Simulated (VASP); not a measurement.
A run of VASP 6.6.1:

INCAR

```
SYSTEM = Ru
PREC = Accurate
ENCUT = 520
EDIFF = 1E-6
ISMEAR = 0
SIGMA = 0.15
LREAL = .False.
LASPH = .True.
NELM = 100
ALGO = Fast
ISIF = 2
LWAVE = .False.
LCHARG = .False.
GGA = PE
NBANDS = 13
```

Contents of KPOINTS:

```
Automatic mesh
0
Gamma
  22 22 22
  0 0 0
```

POSCAR

```
Ru
1.0
    0.0000000000      2.0057220899      1.7187032588
    2.0057220899      0.0000000000      1.7187032588
    2.0057220899      2.0057220899      0.0000000000
Ru
1
Direct
    0.0000000000      0.0000000000      0.0000000000
```

Potentials or basis: VASP PAW PBE potentials, release 64 (Ru_pv).

The run is started by

```console
$ cat potpaw_PBE.64/Ru_pv/POTCAR > POTCAR
$ mpirun -np 1 vasp_std > vasp.out
```

Hardware: 1 thread of Intel(R) Xeon(R) 6975P-C (Granite Rapids), on a shared host.

**Question.** Estimate the wall time of this run.

**Answer.** It took 53 s on 1 thread of Intel(R) Xeon(R) 6975P-C (Granite Rapids) (shared host), peak memory 0.24 GiB. Counts: scf iterations 12, k points 834.
